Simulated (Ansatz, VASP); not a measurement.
## Two plane-wave programs on TiIn4

File INCAR:

```
ALGO = Normal
EDIFF = 1E-7
ENCUT = 520
GGA = PE
ISIF = 2
ISMEAR = 0
LASPH = T
LCHARG = F
LREAL = F
LWAVE = F
NBANDS = 40
NELM = 60
PREC = Accurate
SIGMA = 0.1
```

The input KPOINTS:

```
k-points
0
Gamma
  6 6 2
```

Contents of POSCAR:

```
TiIn4
1.0
    4.2742527600      0.0000000000      0.0000000000
   -2.1371263800      3.7016114800      0.0000000000
    0.0000000000      0.0000000000      8.3746492400
Ti In
1 4
Direct
    0.0000000000      0.0000000000      0.0000000000
    0.3333333300      0.6666666700      0.3216742700
    0.6666666700      0.3333333300      0.3216742700
    0.6666666700      0.3333333300      0.6783257300
    0.3333333300      0.6666666700      0.6783257300
```

Input for Ansatz:

```yaml
crystal:
  lattice:
    - [4.27425276, 0.0, 0.0]
    - [-2.13712638, 3.70161148, 0.0]
    - [0.0, 0.0, 8.37464924]
  atoms:
    - { symbol: Ti, position: [0.0, 0.0, 0.0] }
    - { symbol: In, position: [0.33333333, 0.66666667, 0.32167427] }
    - { symbol: In, position: [0.66666667, 0.33333333, 0.32167427] }
    - { symbol: In, position: [0.66666667, 0.33333333, 0.67832573] }
    - { symbol: In, position: [0.33333333, 0.66666667, 0.67832573] }
basis:
  ecutwfc: 420
kpoints:
  mp_grid: { grid: [6, 6, 2] }
hamiltonian:
  xc: pbe
scf:
  occupations: { method: gaussian, width: 0.1 }
  lower_state_search: "off"
output:
  forces: true
  stress: true
  eigenvalues: true
```

Alike in both runs: task single point; functional PBE; k mesh 6 × 6 × 2; occupations gaussian, width 0.1 eV; no spin polarisation.

|  | VASP | Ansatz |
| --- | --- | --- |
| version | VASP 6.6.1 | Ansatz 0.2.0 |
| potentials or method | VASP PAW PBE potentials, release 64 (Ti_sv, In_d), cutoff 520 eV | scalar-relativistic, plane waves, PAW |
| valence electrons in the cell | 64 | 64 |

```tsv
	VASP	Ansatz	Ansatz less VASP
gap on the k mesh at the Fermi level (eV)	none	none	-
pressure (GPa)	14.7	14.7	-0.06
traceless stress, the component that is largest in VASP (GPa)	-22.35	-22.31	+0.047
rms of the force components (eV/Å)	0.604	0.602	-0.0020
```

Atom by atom the forces differ by 0.002 eV/Å (rms over components). A gap of «none» marks a metal or a gap that the smearing closes. The functional is the same, so the differences come from potentials, cutoffs and numerics.

The k mesh is coarse, so the values compare programs but aren't converged.
